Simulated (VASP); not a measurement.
Crystal: CrN2.

```xyz
6
Lattice="3.9018 0.0000 0.0000 0.0000 4.8095 0.0000 0.0000 0.0000 2.7842" Properties=species:S:1:pos:R:3 pbc="T T T"
Cr    0.0000    0.0000    0.0000
Cr    1.9509    2.4048    1.3921
N     3.3796    2.8317    0.0000
N     0.5222    1.9778    0.0000
N     1.4287    4.3825    1.3921
N     2.4731    0.4270    1.3921
```

Base run:

- Program: VASP 6.6.1
- Functional: PBEsol
- Potentials or basis: VASP PAW PBE potentials, release 64 (Cr_pv, N)
- Cutoff: 520 eV
- k mesh: 6 × 5 × 8
- Occupations: fermi-dirac, width 0.05 eV
- Spin: collinear spin, ferromagnetic start
- Starting moments: [3.75, 3.75, 0.0, 0.0, 0.0, 0.0] μB
- Fixed moment: 7.5 μB

Its results: pressure 6.5 GPa; site moments Cr +2.99; N +0.21 μB; largest force 1.291 eV/Å.

Question: The run is repeated on the same cell with these changes: fixed moment from 7.5 μB to 9 μB; moments at the start from [3.75, 3.75, 0.0, 0.0, 0.0, 0.0] to [4.5, 4.5, 0.0, 0.0, 0.0, 0.0]. What comes out?

Answer: Pressure 19.3 GPa; site moments Cr +3.32; N +0.36 μB; largest force 2.754 eV/Å.

Caveats: the PAW data sets were made with another functional, which shifts forces and pressure a little; the total moment is fixed, so each spin has its own Fermi level and the state may be an excited one; the run started ferromagnetic, and an antiferromagnetic order may lie lower in energy; the stress differs along the axes, from -2 to 20 GPa (at least some runs); the stress differs along the axes, from 11 to 36 GPa (at least some runs).
